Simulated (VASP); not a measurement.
# Ti in VASP: settings compared

Aim: see how the results for Ti move with the level of theory and the settings. Levels: LDA, PBEsol. Tasks: single point.

Program: VASP 6.6.1. These are calculated values, not measurements. Logs are shortened: lines on timing, memory, paths and dates and some standing lists are left out, and cuts for length are marked.

## Step 1: The cell of the first run

The cell holds a slab with vacuum, 14 atoms: a = 2.900 Å, b = 6.805 Å, c = 25.732 Å, α = 90.00°, β = 90.00°, γ = 90.00°.

## Step 2: Single point, LDA

INCAR reads:

```
SYSTEM = Ti
PREC     = Accurate       ! precision mode
ENCUT    = 520            ! plane-wave cutoff, eV
EDIFF    = 1E-6           ! SCF threshold, eV
ISMEAR   = 0              ! smearing method
SIGMA    = 0.1            ! smearing width, eV
LREAL    = .FALSE.        ! projectors in reciprocal space
LASPH    = .TRUE.         ! aspherical terms in the spheres
NELM     = 100            ! most SCF steps
ALGO     = Normal         ! electronic algorithm
ISIF     = 2              ! what is computed and relaxed
LWAVE    = .FALSE.        ! write WAVECAR
LCHARG   = .FALSE.        ! write CHGCAR
LDIPOL   = .TRUE.       
IDIPOL   = 3            
DIPOL    = 0.5 0.5 0.500
NBANDS   = 97             ! bands
```

KPOINTS reads:

```
Automatic mesh
0
G
  12 5 1
  0 0 0
```

POSCAR reads:

```
Ti
1.0
    2.9004352002      0.0000000000      0.0000000000
    0.0000000000      6.8054953042      0.0000000000
    0.0000000000      0.0000000000     25.7318055608
Ti
14
Direct
    0.5000000000      0.9770475762      0.2914680815
    0.5000000000      0.5678666067      0.3134188098
    0.0000000000      0.2495046676      0.3573202663
    0.0000000000      0.8403236981      0.3792709945
    0.5000000000      0.5219617590      0.4231724511
    0.5000000000      0.1127807895      0.4451231793
    0.0000000000      0.7944188504      0.4890246359
    0.0000000000      0.3852378809      0.5109753641
    0.5000000000      0.0668759419      0.5548768207
    0.5000000000      0.6576949723      0.5768275489
    0.0000000000      0.3393330333      0.6207290055
    0.0000000000      0.9301520638      0.6426797337
    0.5000000000      0.6117901247      0.6865811902
    0.5000000000      0.2026091552      0.7085319185
```

Potentials or basis: VASP PAW LDA potentials, release 64 (Ti_sv).

Run with:

```bash
cat potpaw_LDA.64/Ti_sv/POTCAR > POTCAR
mpirun -np 1 vasp_std > vasp.out
```

OUTCAR:

```text
SYSTEM = Ti
   PREC = Accurate
   ENCUT = 520
   EDIFF = 1E-6
   ISMEAR = 0
   LREAL = .FALSE.
   LASPH = .TRUE.
   NELM = 100
   ISIF = 2

 ion  position               nearest neighbor table
   1  0.500  0.977  0.291-   4 2.84   4 2.84   2 2.84   3 2.90   3 2.90
   2  0.500  0.568  0.313-   5 2.84   3 2.84   3 2.84   1 2.84   4 2.90   4 2.90
   3  0.000  0.250  0.357-   6 2.84   6 2.84   4 2.84   2 2.84   2 2.84   1 2.90   5 2.90   5 2.90
                             1 2.90
   4  0.000  0.840  0.379-   1 2.84   1 2.84   3 2.84   5 2.84   5 2.84   7 2.84   2 2.90   2 2.90
                             6 2.90   6 2.90
   5  0.500  0.522  0.423-   8 2.84   8 2.84   2 2.84   6 2.84   4 2.84   4 2.84   3 2.90   7 2.90
                             7 2.90   3 2.90
   6  0.500  0.113  0.445-   3 2.84   3 2.84   5 2.84   7 2.84   7 2.84   9 2.84   8 2.90   4 2.90
                             4 2.90   8 2.90
   7  0.000  0.794  0.489-  10 2.84  10 2.84   8 2.84   6 2.84   6 2.84   4 2.84   5 2.90   5 2.90
                             9 2.90   9 2.90
   8  0.000  0.385  0.511-   5 2.84   5 2.84   7 2.84   9 2.84   9 2.84  11 2.84  10 2.90   6 2.90
                             6 2.90  10 2.90
   9  0.500  0.067  0.555-  12 2.84  12 2.84  10 2.84   8 2.84   8 2.84   6 2.84  11 2.90  11 2.90
                             7 2.90   7 2.90
  10  0.500  0.658  0.577-   7 2.84   7 2.84  13 2.84   9 2.84  11 2.84  11 2.84   8 2.90   8 2.90
                            12 2.90  12 2.90
  11  0.000  0.339  0.621-  14 2.84  14 2.84  12 2.84  10 2.84  10 2.84   8 2.84  13 2.90  13 2.90
                             9 2.90   9 2.90
  12  0.000  0.930  0.643-   9 2.84   9 2.84  11 2.84  13 2.84  13 2.84  14 2.90  14 2.90  10 2.90
                            10 2.90
  13  0.500  0.612  0.687-  10 2.84  12 2.84  12 2.84  14 2.84  11 2.90  11 2.90
  14  0.500  0.203  0.709-  11 2.84  11 2.84  13 2.84  12 2.90  12 2.90

  LATTYP: Found a simple orthorhombic cell.
 ALAT       =     2.9004352002
 B/A-ratio  =     2.3463704011
 C/A-ratio  =     8.8717050321

  Lattice vectors:

 A1 = (   2.9004352002,   0.0000000000,   0.0000000000)
 A2 = (   0.0000000000,   6.8054953042,   0.0000000000)
 A3 = (   0.0000000000,   0.0000000000,  25.7318055608)

Analysis of symmetry for initial positions (statically):
=====================================================================
 Subroutine PRICEL returns:
 Original cell was already a primitive cell.

 Routine SETGRP: Setting up the symmetry group for a
 simple orthorhombic supercell.

 Subroutine GETGRP returns: Found  4 space group operations
 (whereof  2 operations were pure point group operations)
 out of a pool of  8 trial point group operations.

The static configuration has the point symmetry C_1h.
 The point group associated with its full space group is C_2h.

Analysis of symmetry for dynamics (positions and initial velocities):
=====================================================================
 Subroutine PRICEL returns:
 Original cell was already a primitive cell.

 Routine SETGRP: Setting up the symmetry group for a
 simple orthorhombic supercell.

 Subroutine GETGRP returns: Found  4 space group operations
 (whereof  2 operations were pure point group operations)
 out of a pool of  8 trial point group operations.

The dynamic configuration has the point symmetry C_1h.
 The point group associated with its full space group is C_2h.

 Subroutine INISYM returns: Found  4 space group operations
 (whereof  2 operations are pure point group operations),
 and found     1 'primitive' translations

----------------------------------------------------------------------------------------

                                     Primitive cell

  volume of cell :     507.9175

  direct lattice vectors                    reciprocal lattice vectors
     2.900435200  0.000000000  0.000000000     0.344775846  0.000000000  0.000000000
     0.000000000  6.805495304  0.000000000     0.000000000  0.146940076  0.000000000
     0.000000000  0.000000000 25.731805561     0.000000000  0.000000000  0.038862411

  length of vectors
     2.900435200  6.805495304 25.731805561     0.344775846  0.146940076  0.038862411

  position of ions in fractional coordinates (direct lattice)
     0.500000000  0.977047576  0.291468081
     0.500000000  0.567866607  0.313418810
     0.000000000  0.249504668  0.357320266
     0.000000000  0.840323698  0.379270994
     0.500000000  0.521961759  0.423172451
     0.500000000  0.112780790  0.445123179
     0.000000000  0.794418850  0.489024636
     0.000000000  0.385237881  0.510975364
     0.500000000  0.066875942  0.554876821
     0.500000000  0.657694972  0.576827549
     0.000000000  0.339333033  0.620729006
     0.000000000  0.930152064  0.642679734
     0.500000000  0.611790125  0.686581190
     0.500000000  0.202609155  0.708531919

  ion indices of the primitive-cell ions
   primitive index   ion index
                 1           1
                 2           2
                 3           3
                 4           4
                 5           5
                 6           6
                 7           7
                 8           8
                 9           9
                10          10
                11          11
                12          12
                13          13
                14          14

----------------------------------------------------------------------------------------

 KPOINTS: Automatic mesh

Automatic generation of k-mesh.
 Grid dimensions read from file:
 generate k-points for:   12    5    1

 Generating k-lattice:

  Cartesian coordinates                     Fractional coordinates (reciprocal lattice)
     0.028731321  0.000000000  0.000000000     0.083333333  0.000000000  0.000000000
     0.000000000  0.029388015  0.000000000     0.000000000  0.200000000  0.000000000
     0.000000000  0.000000000  0.038862411     0.000000000  0.000000000  1.000000000

  Length of vectors
     0.028731321  0.029388015  0.038862411

  Shift w.r.t. Gamma in fractional coordinates (k-lattice)
     0.000000000  0.000000000  0.000000000

 Subroutine IBZKPT returns following result:
 ===========================================

 Found     21 irreducible k-points:

 Following reciprocal coordinates:
            Coordinates               Weight
  0.000000  0.000000  0.000000      1.000000
  0.083333  0.000000  0.000000      2.000000
  0.166667  0.000000  0.000000      2.000000
  0.250000  0.000000  0.000000      2.000000
  0.333333  0.000000  0.000000      2.000000
  0.416667  0.000000  0.000000      2.000000
[... 13 lines left out ...]
  0.416667  0.400000  0.000000      4.000000
  0.500000  0.400000  0.000000      2.000000
   k-points           NKPTS =     21   k-points in BZ     NKDIM =     21   number of bands    NBANDS=     97
   number of dos      NEDOS =    301   number of ions     NIONS =     14
   total plane-waves  NPLWV = 248832
   dimension x,y,z NGX =    24 NGY =   54 NGZ =  192
   dimension x,y,z NGXF=    48 NGYF=  108 NGZF=  384
   ions per type =              14
   NGX,Y,Z   is equivalent  to a cutoff of  13.76, 13.19, 12.40 a.u.
   NGXF,Y,Z  is equivalent  to a cutoff of  27.51, 26.38, 24.81 a.u.
 SYSTEM =  Ti
   PREC   = accura    normal or accurate (medium, high low for compatibility)
   ISTART =      0    job   : 0-new  1-cont  2-samecut
   ICHARG =      2    charge: 1-file 2-atom 10-const
   ISPIN  =      1    spin polarized calculation?
   LNONCOLLINEAR =      F non collinear calculations
   LSORBIT =      F    spin-orbit coupling
   LASPH  =      T    aspherical Exc in radial PAW
   ENCUT  =  520.0 eV  38.22 Ry    6.18 a.u.   5.39 12.65 47.84*2*pi/ulx,y,z
   NELM   =    100;   NELMIN=  2; NELMDL= -5     # of ELM steps
   EDIFF  = 0.1E-05   stopping-criterion for ELM
   LREAL  =      F    real-space projection
   EDIFFG = 0.1E-04   stopping-criterion for IOM
   NSW    =      0    number of steps for IOM
   IBRION =     -1    ionic relax: 0-MD 1-quasi-New 2-CG
   NFREE  =      0    steps in history (QN), initial steepest desc. (CG)
   ISIF   =      2    stress and relaxation
   ISYM   =      2    0-nonsym 1-usesym 2-fastsym
   POTIM  = 0.5000    time-step for ionic-motion
   TEBEG  =    0.0;   TEEND  =   0.0 temperature during run
   PSTRESS=    0.0 pullay stress
   NELECT =     168.0000    total number of electrons
   NUPDOWN=      -1.0000    fix difference up-down
   EMIN   =  10.00;   EMAX   =-10.00  energy-range for DOS
   EFERMI =   0.00;   METHOD = LEGACY
   ISMEAR =     0;   SIGMA  =   0.10  broadening in eV -4-tet -1-fermi 0-gaus
   EFERMI_NEDOS =   21; number of points for ismear=-14 and -15
   IALGO  =     38    algorithm
   IMIX   =      4    mixing-type and parameters
     AMIX     =   0.40;   BMIX     =  1.00
     AMIX_MAG =   1.60;   BMIX_MAG =  1.00
  volume/ion in A,a.u.               =      36.28       244.83
  Fermi-wavevector in a.u.,A,eV,Ry     =   1.132175  2.139500 17.440221  1.281820
  Thomas-Fermi vector in A             =   2.268875
   LORBIT       =      0    0 simple, 1 ext, 2 COOP (PROOUT), +10 PAW based schemes
   GGA     = CA    functional components
   LHFCALC =     F    Hartree Fock is set to
   AEXX    =    0.0000 exact exchange contribution
   IVDW    =     0    specifies the selected vdW correction
   LEPSILON=     F    determine dielectric tensor
   LRPA    =     F    only Hartree local field effects (RPA)
 non-spin polarized calculation
 Gauss-broadening in eV      SIGMA  =   0.10
  energy-cutoff  :      520.00
  volume of cell :      507.92
 maximum number of plane-waves:     13761
 NGX is ok and might be reduce to    24
   NGX = 11   NGY = 25   NGZ = 95

 dipolmoment           0.000000      0.000000      0.000000 electrons x Angstroem

 number of electron     168.0000030 magnetization

 dipolmoment           0.000000      0.000000     -0.000000 electrons x Angstroem

 Free energy of the ion-electron system (eV)
  ---------------------------------------------------
  ext. energy  EPLUGINS =         0.00000000
  ---------------------------------------------------
  free energy    TOTEN  =      -113.64500495 eV

  energy without entropy =     -113.51901009  energy(sigma->0) =     -113.58200752

 E-fermi :   1.9010     XC(G=0):  -6.4575

 val. band max:        1.9001326175   @ k =   0.1667   0.0000   0.0000
 cond. band min:       1.9083952778   @ k =   0.0000   0.0000   0.0000
 fundamental gap:      0.0082626602
 Fermi energy:         1.9010474051

 k-point     1 :       0.0000    0.0000    0.0000
  band No.  band energies     occupation
      1     -54.4080      2.00000
      2     -54.4080      2.00000
      3     -54.2853      2.00000
      4     -54.2852      2.00000
      5     -54.1445      2.00000
      6     -54.0882      2.00000
[... 2068 lines left out ...]
     95       2.5587      0.00000
     96       2.6587      0.00000
 [bands above 96 left out]

------------------------ aborting loop because EDIFF is reached ----------------------------------------

 vacuum level on the upper side and lower side of the slab       (xc-potential included)        -0.175        -0.175

  FORCE on cell =-STRESS in cart. coord.  units (eV):
  Direction    XX          YY          ZZ          XY          YZ          ZX
  --------------------------------------------------------------------------------------
  -------------------------------------------------------------------------------------
  Total      -13.5249827    -15.3429746     -9.9419183      0.0000000     -1.3137270      0.0000000
  in kB      -42.6632694    -48.3979518    -31.3608340      0.0000000     -4.1440268      0.0000000
  external PRESSURE =     -40.8073517 kB  Pullay stress =       0.0000000 kB

 VOLUME and BASIS-vectors are now :
 -----------------------------------------------------------------------------
  energy-cutoff  :      520.00
  volume of cell :      507.92
      direct lattice vectors                 reciprocal lattice vectors
     2.900435200  0.000000000  0.000000000     0.344775846  0.000000000  0.000000000
     0.000000000  6.805495304  0.000000000     0.000000000  0.146940076  0.000000000
     0.000000000  0.000000000 25.731805561     0.000000000  0.000000000  0.038862411

 POSITION                                       TOTAL-FORCE (eV/Angst)
 -----------------------------------------------------------------------------------
      1.45022      6.64929      7.50000         0.000000      0.226580      1.045224
      1.45022      3.86461      8.06483         0.000000      0.137696      0.515693
      0.00000      1.69800      9.19450         0.000000     -0.225101     -0.245114
      0.00000      5.71882      9.75933         0.000000     -0.115244     -0.709235
      1.45022      3.55221     10.88899         0.000000     -0.003241     -0.034272
      1.45022      0.76753     11.45382         0.000000     -0.019724      0.042462
      0.00000      5.40641     12.58349         0.000000     -0.007668     -0.127355
      0.00000      2.62173     13.14832         0.000000      0.007668      0.127355
      1.45022      0.45512     14.27798         0.000000      0.019724     -0.042462
      1.45022      4.47594     14.84281         0.000000      0.003241      0.034272
      0.00000      2.30933     15.97248         0.000000      0.115244      0.709235
      0.00000      6.33015     16.53731         0.000000      0.225101      0.245114
      1.45022      4.16353     17.66697         0.000000     -0.137696     -0.515693
      1.45022      1.37886     18.23181         0.000000     -0.226580     -1.045224
 -----------------------------------------------------------------------------------
    total drift:                                0.000000      0.000009     -0.000028

  FREE ENERGIE OF THE ION-ELECTRON SYSTEM (eV)
  ---------------------------------------------------
  free  energy   TOTEN  =      -113.6450049508 eV

  energy  without entropy=     -113.5190100891  energy(sigma->0) =     -113.58200752

 vacuum level on the upper side and lower side of the slab         5.651         5.651
```

Run time: 39 min. Hardware: 1 thread of AMD EPYC 9R45 (Zen 5), shared host; peak memory 0.81 GiB.

Results:

* Free energy: -113.6450 eV
* Largest force: 1.070 eV/Å
* Band gap on the k mesh: zero (bands 84 and 85 overlap by 0.48 eV)

Forces in eV/Å, atoms in the order of the input:
```
Ti   0.000  0.227  1.045
Ti   0.000  0.138  0.516
Ti   0.000 -0.225 -0.245
Ti   0.000 -0.115 -0.709
Ti   0.000 -0.003 -0.034
Ti   0.000 -0.020  0.042
Ti   0.000 -0.008 -0.127
Ti   0.000  0.008  0.127
Ti   0.000  0.020 -0.042
Ti   0.000  0.003  0.034
Ti   0.000  0.115  0.709
Ti   0.000  0.225  0.245
Ti   0.000 -0.138 -0.516
Ti   0.000 -0.227 -1.045
```

## Step 3: Single point, PBEsol

INCAR reads:

```
ALGO = Normal ; DIPOL = 0.5 0.5 0.500
EDIFF = 1E-7 ; ENCUT = 520
GGA = PS ; IDIPOL = 3
ISIF = 2 ; ISMEAR = 0
LASPH = T ; LCHARG = T
LDIPOL = T ; LELF = T
LREAL = F ; LVACPOTAV = T
LVHAR = T ; LWAVE = F
NBANDS = 97 ; NELM = 60
PREC = Accurate ; SIGMA = 0.1
```

KPOINTS reads:

```
k-points
0
Gamma
  12 5 1
```

POSCAR is that of step 2.

Potentials or basis: VASP PAW PBE potentials, release 64 (Ti_sv).

Run with:

```bash
cat potpaw_PBE.64/Ti_sv/POTCAR > POTCAR
mpirun -np 1 vasp_std > vasp.out
```

Run time: 1.7 h. Hardware: 1 thread of Intel Xeon 8259CL, shared host; peak memory 0.95 GiB.

The run converged. Its results:

```yaml
Free_energy: -111.1585 eV
Largest_force: 0.853 eV/Å
Band_gap_on_the_k_mesh: zero (bands 84 and 85 overlap by 0.50 eV)
```

Forces on the atoms (eV/Å):
```
Ti   0.000  0.287  0.803
Ti   0.000  0.079  0.275
Ti   0.000 -0.227 -0.298
Ti   0.000 -0.108 -0.711
Ti   0.000 -0.005 -0.033
Ti   0.000 -0.027  0.044
Ti   0.000 -0.008 -0.123
Ti   0.000  0.008  0.123
Ti   0.000  0.027 -0.044
Ti   0.000  0.005  0.033
Ti   0.000  0.108  0.711
Ti   0.000  0.227  0.298
Ti   0.000 -0.079 -0.275
Ti   0.000 -0.287 -0.803
```

Levels at points of the mesh, in eV from the Fermi level:
```
           k point  band 81  band 82  band 83  band 84  band 85  band 86  band 87  band 88
(0.00, 0.00, 0.00)    -0.06    -0.01     0.16     0.37     0.40     0.44     0.46     0.60
(0.50, 0.00, 0.00)    -0.72    -0.65    -0.07    -0.01     0.09     0.16     0.22     0.30
```

Caveat: the PAW data sets were made with another functional, which shifts forces and pressure a little.

(Part 1 of 2 ends here.)
